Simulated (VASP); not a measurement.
Set up this calculation in VASP 6.6.1, as the native input.

```
Task                   : single point
Functional             : r2SCAN
Potentials or basis    : VASP PAW PBE potentials, release 64 (Ru_pv)
Cutoff                 : 520 eV
k mesh                 : 23 × 23 × 23
Occupations            : fermi-dirac, width 0.05 eV
Spin                   : collinear spin, ferromagnetic start
Starting moments       : [1.0] μB
Dipole correction      : no
Further INCAR settings : ALGO = Normal; EDIFF = 1e-06; NBANDS = 17
```

Ru:

```
Ru
1.0
     0.00000    1.89280    1.89280
     1.89280    0.00000    1.89280
     1.89280    1.89280    0.00000
Ru
1
Direct
  0.00000 0.00000 0.00000
```

This isn't the form of Ru at room conditions, which is hcp.

These files were run (other wordings do the same):

POSCAR

```
Ru
1.0
    0.0000000000      1.8927978216      1.8927978216
    1.8927978216      0.0000000000      1.8927978216
    1.8927978216      1.8927978216      0.0000000000
Ru
1
Direct
    0.0000000000      0.0000000000      0.0000000000
```

INCAR.step1

```
ALGO = Normal
EDIFF = 1E-4
ENCUT = 520
GGA = PE
ISMEAR = -1
ISPIN = 2
LASPH = T
LCHARG = F
LMAXMIX = 4
LREAL = F
LWAVE = T
MAGMOM = 1
NBANDS = 17
NELM = 150
PREC = Accurate
SIGMA = 0.05
```

INCAR.step2

```
ALGO = Normal
EDIFF = 1E-6
ENCUT = 520
ISIF = 2
ISMEAR = -1
ISPIN = 2
ISTART = 1
LASPH = T
LCHARG = F
LMAXMIX = 4
LMIXTAU = T
LORBIT = 11
LREAL = F
LWAVE = F
MAGMOM = 1
METAGGA = R2SCAN
NBANDS = 17
NELM = 150
PREC = Accurate
SIGMA = 0.05
```

KPOINTS

```
k-points
0
Gamma
  23 23 23
```

Potentials or basis: VASP PAW PBE potentials, release 64 (Ru_pv).

Launch:

```console
$ cat potpaw_PBE.64/Ru_pv/POTCAR > POTCAR
$ cp INCAR.step1 INCAR
$ mpirun -np 1 vasp_std > vasp.out
$ cp INCAR.step2 INCAR
$ mpirun -np 1 vasp_std > vasp.out
```

It gave:

| Property | Result |
| --- | --- |
| Pressure | 1.3 GPa |
| Band gap on the k mesh | zero (filled and empty bands overlap) |
| Net moment | 0.00 μB per cell |
| Valence electrons inside the program's atomic spheres | Ru 12.68 |

Caveat: an empty level that is flat over the whole mesh can mark a ghost state of the potentials, or a narrow d or f band; the PAW data sets were made with another functional, which shifts forces and pressure a little.

It took 7.7 min on 1 thread of Oxide Virtual Turin-like Processor, with other jobs on the host, peak memory 0.2 GiB.
